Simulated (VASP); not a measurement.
C: single point with r2SCAN

C:

```
C
1.0
     2.52210    0.00000    0.00000
    -1.26105    2.18420    0.00000
     0.00000    0.00000    8.23710
C
8
Direct
  0.00000 0.00000 0.09375
  0.00000 0.00000 0.59375
  0.00000 0.00000 0.40625
  0.00000 0.00000 0.90625
  0.30456 0.60913 0.15086
  0.66667 0.33333 0.65625
  0.33333 0.66667 0.34375
  0.66667 0.33333 0.84375
```

This cell differs from its parent crystal: atom 5 (C) moved +0.133 Å towards its neighbour atom 1 (C) at 1.544 Å.

```
Program                : VASP 6.6.1
Task                   : single point
Functional             : r2SCAN
Potentials or basis    : VASP PAW PBE potentials, release 64 (C)
Cutoff                 : 520 eV
k mesh                 : 12 × 12 × 4
Occupations            : gaussian, width 0.05 eV
Spin                   : no spin polarisation
Dipole correction      : no
Further INCAR settings : ALGO = Normal; EDIFF = 1e-06; NBANDS = 26
```

```
Pressure               : 1.1 GPa
Largest force          : 6.381 eV/Å
Band gap on the k mesh : 3.90 eV (least direct gap 4.31 eV)
```

Forces on the atoms (eV/Å):
```
C    0.000 -5.003 -2.020
C    0.000 -0.095 -0.336
C    0.000  0.005  0.101
C    0.000 -0.066  0.113
C    0.000  5.924  2.372
C    0.000  0.005 -0.339
C    0.000 -0.814 -0.184
C    0.000  0.045  0.293
```

Stress tensor (GPa, compression positive):
```
-5.26  0.00  0.00
 0.00  0.18  2.44
 0.00  2.44  8.36
```

Levels at points of the mesh, in eV from the valence-band top:
| k point | band 13 | band 14 | band 15 | band 16 | band 17 | band 18 | band 19 | band 20 |
| --- | --- | --- | --- | --- | --- | --- | --- | --- |
| (0.00, 0.00, 0.00) | -1.80 | -0.81 | -0.28 | 0.00 | 4.31 | 5.02 | 5.51 | 6.31 |
| (0.50, 0.00, 0.00) | -5.69 | -5.22 | -4.13 | -3.54 | 3.90 | 5.25 | 5.39 | 5.84 |
| (0.00, 0.50, 0.00) | -5.61 | -5.28 | -4.41 | -3.49 | 4.36 | 5.53 | 5.81 | 6.09 |
| (0.00, 0.00, 0.50) | -1.65 | -1.13 | -1.10 | -0.44 | 4.68 | 5.73 | 5.89 | 5.97 |
| (0.50, 0.00, 0.50) | -5.44 | -5.18 | -4.34 | -4.26 | 4.05 | 4.64 | 6.65 | 7.05 |
| (0.00, 0.50, 0.50) | -5.61 | -5.39 | -4.28 | -4.21 | 4.62 | 4.84 | 6.72 | 7.38 |

Wall time 4.2 min on 1 thread of Intel(R) Xeon(R) 6975P-C (Granite Rapids), on a shared host, peak memory 0.25 GiB.

Caveat: the cell differs from its parent crystal (atom 5 (C) moved +0.133 Å towards its neighbour atom 1 (C) at 1.544 Å); the stress differs along the axes, from -5 to 8 GPa; the PAW data sets were made with another functional, which shifts forces and pressure a little. A k mesh can miss the band edges.
